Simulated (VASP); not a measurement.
# GaAs (F-43m) in VASP: single point with PBEsol

Aim: the single point of GaAs with PBEsol.

Program: VASP 6.6.1. These are calculated values, not measurements. Logs are shortened: lines on timing, memory, paths and dates and some standing lists are left out, and cuts for length are marked.

## Step 1: The cell of the first run

It takes space group F-43m (No. 216, cubic). Conventional cell: a = 5.562 Å, b = 5.562 Å, c = 5.562 Å, α = 90.00°, β = 90.00°, γ = 90.00°. Ga (site symmetry -43m) has 4 As at 2.41 Å within 3.2 Å. As (site symmetry -43m) has 4 Ga at 2.41 Å within 3.2 Å.

## Step 2: Single point, PBEsol, non-collinear spin, zero start, spin-orbit coupling

INCAR reads:

```
SYSTEM = GaAs
PREC = Accurate
ENCUT = 520
EDIFF = 1E-6
ISMEAR = -1
SIGMA = 0.01
LREAL = .FALSE.
LASPH = .TRUE.
NELM = 150
ALGO = Normal
ISIF = 2
LWAVE = .FALSE.
LCHARG = .FALSE.
MAGMOM = 0 0 0 0 0 0
LORBIT = 11
LSORBIT = .TRUE.
GGA_COMPAT = .FALSE.
LORBMOM = .TRUE.
GGA = PS
NBANDS = 30
```

KPOINTS reads:

```
Automatic mesh
0
G
  8 8 8
  0 0 0
```

POSCAR reads:

```
GaAs
1.0
    2.7812033951      2.7812033951      0.0000000000
   -2.7812033951      2.7812033951      0.0000000000
    0.0000000000      2.7812033951      2.7812033951
Ga As
1 1
Direct
    0.0000000000      0.0000000000      0.0000000000
    0.7500000000      0.2500000000      0.5000000000
```

Potentials or basis: VASP PAW PBE potentials, release 64 (Ga_d, As).

Command:

```console
cat potpaw_PBE.64/Ga_d/POTCAR potpaw_PBE.64/As/POTCAR > POTCAR
mpirun -np 1 vasp_ncl > vasp.out
```

OUTCAR:

```text
SYSTEM = GaAs
   PREC = Accurate
   ENCUT = 520
   EDIFF = 1E-6
   ISMEAR = -1
   LREAL = .FALSE.
   LASPH = .TRUE.
   NELM = 150
   ISIF = 2
   LORBIT = 11
   LSORBIT = .TRUE.
   GGA = PS

 ion  position               nearest neighbor table
   1  0.000  0.000  0.000-   2 2.41   2 2.41   2 2.41   2 2.41
   2  0.750  0.250  0.500-   1 2.41   1 2.41   1 2.41   1 2.41

  LATTYP: Found a face centered cubic cell.
 ALAT       =     5.5624067902

  Lattice vectors:

 A1 = (   0.0000000000,   2.7812033951,   2.7812033951)
 A2 = (   2.7812033951,   0.0000000000,   2.7812033951)
 A3 = (   2.7812033951,   2.7812033951,   0.0000000000)

Analysis of symmetry for initial positions (statically):
=====================================================================
 Subroutine PRICEL returns:
 Original cell was already a primitive cell.

 Routine SETGRP: Setting up the symmetry group for a
 face centered cubic supercell.

 Subroutine GETGRP returns: Found 24 space group operations
 (whereof 24 operations were pure point group operations)
 out of a pool of 48 trial point group operations.

The static configuration has the point symmetry T_d .

Analysis of symmetry for dynamics (positions and initial velocities):
=====================================================================
 Subroutine PRICEL returns:
 Original cell was already a primitive cell.

 Routine SETGRP: Setting up the symmetry group for a
 face centered cubic supercell.

 Subroutine GETGRP returns: Found 24 space group operations
 (whereof 24 operations were pure point group operations)
 out of a pool of 48 trial point group operations.

The dynamic configuration has the point symmetry T_d .

Analysis of structural, dynamic, and magnetic symmetry:
=====================================================================
 Subroutine PRICEL returns:
 Original cell was already a primitive cell.

 Routine SETGRP: Setting up the symmetry group for a
 face centered cubic supercell.

 Subroutine GETGRP returns: Found 24 space group operations
 (whereof 24 operations were pure point group operations)
 out of a pool of 48 trial point group operations.

The overall configuration has the point symmetry T_d .

 Subroutine INISYM returns: Found 24 space group operations
 (whereof 24 operations are pure point group operations),
 and found     1 'primitive' translations

----------------------------------------------------------------------------------------

                                     Primitive cell
[... 968 lines left out ...]
 -----------------------------------------------------------------------------------
    total drift:                               -0.000000      0.000000     -0.000000

  FREE ENERGIE OF THE ION-ELECTRON SYSTEM (eV)
  ---------------------------------------------------
  free  energy   TOTEN  =        -9.0756065391 eV

  energy  without entropy=       -9.0756065391  energy(sigma->0) =       -9.07560654

 orbital moment (x)

 # of ion     p       d       tot
 ----------------------------------------
  1         0.000  -0.000   0.000
  2        -0.000  -0.000  -0.000
 ----------------------------------------
            0.000  -0.000   0.000

 orbital moment (y)

 # of ion     p       d       tot
 ----------------------------------------
  1         0.000   0.000   0.000
  2         0.000  -0.000   0.000
 ----------------------------------------
            0.000   0.000   0.000

 orbital moment (z)

 # of ion     p       d       tot
 ----------------------------------------
  1         0.000  -0.000   0.000
  2        -0.000  -0.000  -0.000
 ----------------------------------------
           -0.000  -0.000  -0.000

 Spin-Orbit-Coupling matrix elements

 Ion:    1  E_soc:     -0.0123215
 l=   1
     0.0000000    -0.0012103    -0.0012103
    -0.0012103     0.0000000    -0.0012103
    -0.0012103    -0.0012103     0.0000000
 l=   2
     0.0000000    -0.0001684     0.0000000    -0.0001684    -0.0006749
    -0.0001684     0.0000000    -0.0005062    -0.0001684    -0.0001687
     0.0000000    -0.0005062     0.0000000    -0.0005062     0.0000000
    -0.0001684    -0.0001684    -0.0005062     0.0000000    -0.0001687
    -0.0006749    -0.0001687     0.0000000    -0.0001687     0.0000000
 l=   3
     0.0000000     0.0000000     0.0000000     0.0000000     0.0000000     0.0000000     0.0000000
     0.0000000     0.0000000     0.0000000     0.0000000     0.0000000     0.0000000     0.0000000
     0.0000000     0.0000000     0.0000000     0.0000000     0.0000000     0.0000000     0.0000000
     0.0000000     0.0000000     0.0000000     0.0000000     0.0000000     0.0000000     0.0000000
     0.0000000     0.0000000     0.0000000     0.0000000     0.0000000     0.0000000     0.0000000
     0.0000000     0.0000000     0.0000000     0.0000000     0.0000000     0.0000000     0.0000000
     0.0000000     0.0000000     0.0000000     0.0000000     0.0000000     0.0000000     0.0000000

 Ion:    2  E_soc:     -0.0237451
 l=   1
     0.0000000    -0.0039494    -0.0039494
    -0.0039494     0.0000000    -0.0039494
    -0.0039494    -0.0039494     0.0000000
 l=   2
     0.0000000    -0.0000038     0.0000000    -0.0000038    -0.0000043
    -0.0000038     0.0000000    -0.0000032    -0.0000038    -0.0000011
     0.0000000    -0.0000032     0.0000000    -0.0000032     0.0000000
    -0.0000038    -0.0000038    -0.0000032     0.0000000    -0.0000011
    -0.0000043    -0.0000011     0.0000000    -0.0000011     0.0000000
 l=   3
     0.0000000     0.0000000     0.0000000     0.0000000     0.0000000     0.0000000     0.0000000
     0.0000000     0.0000000     0.0000000     0.0000000     0.0000000     0.0000000     0.0000000
     0.0000000     0.0000000     0.0000000     0.0000000     0.0000000     0.0000000     0.0000000
     0.0000000     0.0000000     0.0000000     0.0000000     0.0000000     0.0000000     0.0000000
     0.0000000     0.0000000     0.0000000     0.0000000     0.0000000     0.0000000     0.0000000
     0.0000000     0.0000000     0.0000000     0.0000000     0.0000000     0.0000000     0.0000000
     0.0000000     0.0000000     0.0000000     0.0000000     0.0000000     0.0000000     0.0000000

 total charge

# of ion       s       p       d       tot
------------------------------------------
    1        0.884   0.854  10.004  11.742
    2        1.208   1.629   0.035   2.872
--------------------------------------------------
tot          2.092   2.483  10.039  14.613

 magnetization (x)

# of ion       s       p       d       tot
------------------------------------------
    1        0.000   0.000   0.000   0.000
    2       -0.000  -0.000   0.000  -0.000
--------------------------------------------------
tot         -0.000  -0.000   0.000  -0.000

 magnetization (y)

# of ion       s       p       d       tot
------------------------------------------
    1        0.000   0.000   0.000   0.000
    2        0.000   0.000   0.000   0.000
--------------------------------------------------
tot          0.000   0.000   0.000   0.000

 magnetization (z)

# of ion       s       p       d       tot
------------------------------------------
    1       -0.000   0.000   0.000   0.000
    2        0.000  -0.000   0.000  -0.000
--------------------------------------------------
tot         -0.000   0.000   0.000  -0.000
```

OSZICAR:

```text
N       E                     dE             d eps       ncg     rms          rms(c)
DAV:   1     0.129274240257E+03    0.12927E+03   -0.83021E+03  2908   0.172E+03
DAV:   2     0.786186452324E+01   -0.12141E+03   -0.11438E+03  2732   0.442E+02
DAV:   3    -0.872225967536E+01   -0.16584E+02   -0.16353E+02  3036   0.115E+02
DAV:   4    -0.928209095389E+01   -0.55983E+00   -0.55864E+00  3066   0.230E+01
DAV:   5    -0.929156215670E+01   -0.94712E-02   -0.94699E-02  3006   0.294E+00    0.311E+00
DAV:   6    -0.911214659477E+01    0.17942E+00   -0.20358E-01  3836   0.105E+01    0.178E+00
DAV:   7    -0.907693746468E+01    0.35209E-01   -0.10005E-01  3552   0.280E+00    0.551E-01
DAV:   8    -0.907550993154E+01    0.14275E-02   -0.16750E-02  3316   0.202E+00    0.167E-01
DAV:   9    -0.907556926560E+01   -0.59334E-04   -0.18304E-03  3492   0.897E-01    0.651E-02
DAV:  10    -0.907558896000E+01   -0.19694E-04   -0.23302E-04  2992   0.144E-01    0.270E-02
DAV:  11    -0.907559736875E+01   -0.84087E-05   -0.19739E-05  3838   0.598E-02    0.134E-02
DAV:  12    -0.907560645625E+01   -0.90875E-05   -0.11624E-05  2836   0.260E-02    0.522E-03
DAV:  13    -0.907560653905E+01   -0.82804E-07   -0.43944E-07  2238   0.873E-03
   1 F= -.90756065E+01 E0= -.90756065E+01  d E =-.178092E-12  mag=     0.0000    -0.0000     0.0000
```

stdout:

```text
POSCAR found type information on POSCAR GaAs
 POSCAR found :  2 types and       2 ions
 scaLAPACK will be used
 -----------------------------------------------------------------------------
|                                                                             |
|                                                                             |
|     You enforced a specific xc type in the INCAR file but a different       |
|     I HOPE YOU KNOW WHAT YOU ARE DOING!                                     |
|                                                                             |
 -----------------------------------------------------------------------------

 LDA part: xc-table for (Slater+PW92), standard interpolation
 POSCAR, INCAR and KPOINTS ok, starting setup
 FFT: planning ... GRIDC
 FFT: planning ... GRID_SOFT
 FFT: planning ... GRID
 WAVECAR not read
 entering main loop
```

Run time: 2.2 min. Hardware: 1 thread of Intel Xeon Platinum 8375C at 2.90GHz (Ice Lake), shared host; peak memory 0.32 GiB.

Results:

```yaml
Free_energy: -9.0756 eV
Pressure: 4.2 GPa
Net_moment: 0.00 μB per cell
Valence_electrons_inside_the_program's_atomic_spheres: Ga 11.74; As 2.87
```

Moments on the atoms (μB; x, y, z):
```
Ga  0.00 0.00 0.00
As  0.00 0.00 0.00
```

Caveat: the PAW data sets were made with another functional, which shifts forces and pressure a little.
